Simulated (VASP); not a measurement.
Here is a VASP 6.6.1 calculation.

INCAR

```
  PREC = Accurate
  ENCUT = 520
  EDIFF = 1E-6
  ISMEAR = -1
  SIGMA = 0.02
  LREAL = False
  LASPH = True
  NELM = 60
  ALGO = Normal
  ISIF = 2
  LWAVE = False
  LCHARG = True
  GGA = PS
  LELF = True
  LVHAR = True
  NBANDS = 16
```

File KPOINTS:

```
regular mesh
0
Gamma
  12 12 2
```

Contents of POSCAR:

```
BP
1.0
    3.2005882327      0.0000000000      0.0000000000
   -1.6002941164      2.7717907166      0.0000000000
    0.0000000000      0.0000000000      8.5444264539
B P
2 2
Direct
    0.3333333333      0.6666666667      0.2500000000
    0.6666666667      0.3333333333      0.7500000000
    0.6666666667      0.3333333333      0.2500000000
    0.3333333333      0.6666666667      0.7500000000
```

Potentials or basis: VASP PAW PBE potentials, release 64 (B, P).

Command:

```sh
$ cat potpaw_PBE.64/B/POTCAR potpaw_PBE.64/P/POTCAR > POTCAR
$ mpirun -np 1 vasp_std > vasp.out
```

(1) Predict the band gap on the k mesh.

(2) Predict the pressure.

Answers

(1) 0.85 eV, direct.

(2) 0.0 GPa.

Caveat: the PAW data sets were made with another functional, which shifts forces and pressure a little; this functional lacks dispersion, which binds the layers, so the pressure and a relaxed spacing across them are unreliable.
